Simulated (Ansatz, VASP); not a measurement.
Two plane-wave programs on HfO2

Contents of INCAR:

```
SYSTEM = HfO2
ALGO = Normal ; DIPOL = 0.5 0.5 0.289
EDIFF = 1E-6 ; ENCUT = 520
GGA = PE ; IDIPOL = 3
ISIF = 2 ; ISMEAR = 0
LASPH = .True. ; LCHARG = .False.
LDIPOL = .True. ; LREAL = .False.
LWAVE = .False. ; NBANDS = 31
NELM = 80 ; PREC = Accurate
SIGMA = 0.05
```

Contents of KPOINTS:

```
k-points
0
Gamma
  9 9 1
  0 0 0
```

POSCAR

```
HfO2
1.0
    3.6049267394      0.0000000000      0.0000000000
   -1.8024633697      3.1219581351      0.0000000000
    0.0000000000      0.0000000000     21.3571542810
O Hf
4 2
Direct
    0.0000000000      0.0000000000      0.1872908697
    0.3333333333      0.6666666667      0.2562001055
    0.6666666667      0.3333333333      0.3199614301
    0.0000000000      0.0000000000      0.3913046734
    0.6666666667      0.3333333333      0.2217454875
    0.3333333333      0.6666666667      0.3546288040
```

Input for Ansatz:

```yaml
crystal:
  lattice:
    - [3.6049267394, 0.0, 0.0]
    - [-1.8024633697, 3.1219581351, 0.0]
    - [0.0, 0.0, 21.357154281]
  atoms:
    - { symbol: O, position: [0.0, 0.0, 0.1872908697] }
    - { symbol: Hf, position: [0.6666666667, 0.3333333333, 0.2217454875] }
    - { symbol: O, position: [0.3333333333, 0.6666666667, 0.2562001055] }
    - { symbol: O, position: [0.6666666667, 0.3333333333, 0.3199614301] }
    - { symbol: Hf, position: [0.3333333333, 0.6666666667, 0.354628804] }
    - { symbol: O, position: [0.0, 0.0, 0.3913046734] }
basis:
  ecutwfc: 420
kpoints:
  mp_grid: { grid: [9, 9, 1] }
hamiltonian:
  xc: pbe
  pseudopotentials: { kind: paw, azcp: { folder: soft_1 } }
scf:
  occupations: { method: gaussian, width: 0.05 }
output:
  forces: true
  eigenvalues: true
  write_density: true
  write_potential: true
  elf: true
  volumetric_format: npy
efield:
  axis: 3
  dipole_correction: true
  ramp_width: 0.04
```

Alike in both runs: task single point; functional PBE; k mesh 9 × 9 × 1; occupations gaussian, width 0.05 eV; no spin polarisation.

|  | VASP | Ansatz |
| --- | --- | --- |
| version | VASP 6.6.1 | Ansatz 0.2.0 |
| potentials or method | VASP PAW PBE potentials, release 64 (O, Hf_pv), cutoff 520 eV | scalar-relativistic, plane waves, PAW |
| valence electrons in the cell | 44 | 76 |

|  | VASP | Ansatz | Ansatz less VASP |
| --- | --- | --- | --- |
| gap on the k mesh at the Fermi level (eV) | 4.40 | 4.43 | +0.034 |
| least direct gap on the mesh (eV) | 4.64 | 4.66 | +0.017 |
| rms of the force components (eV/Å) | 0.163 | 0.143 | -0.0207 |

With one functional, cell and mesh, what is left measures potentials, basis and numerics. VASP's potentials hold 44 valence electrons a cell and Ansatz's 76, so a difference there can come from the potentials and not from the codes. Ansatz's warnings: xc potential rough in thin density.

Spin-orbit coupling is off throughout.
